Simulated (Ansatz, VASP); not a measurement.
Two plane-wave programs on W

```
W
1.0
     2.59548    0.00000    0.00000
     0.00000    2.59548    0.00000
     0.00000    0.00000    2.59548
W
1
Direct
  0.00000 0.00000 0.00000
```

Alike in both runs: task single point; functional LDA; k mesh 15 × 15 × 15; occupations fermi-dirac, width 0.08 eV; no spin polarisation; Hubbard terms W d U = 4.0 eV.

```csv
,VASP,Ansatz
version,VASP 6.6.1,Ansatz 0.2.0
potentials or method,"VASP PAW LDA potentials, release 64 (W_sv)","PAW with Ansatz's default frozen-core files, scalar-relativistic"
plane-wave cutoff (eV),520,420
valence electrons in the cell,14,14
```

```tsv
	VASP	Ansatz	Ansatz less VASP
gap on the k mesh at the Fermi level (eV)	none	none	-
pressure (GPa)	10.6	2.9	-7.76
```

LDA's correlation is that of Perdew and Zunger in VASP and of Perdew and Wang (1992) in Ansatz. The programs project onto different local orbitals, so the same U acts differently, and such runs can settle in different states. A gap of «none» marks a metal or a gap that the smearing closes. Ansatz's warnings: filled band counts differ across k points.

Spin-orbit coupling is off throughout.
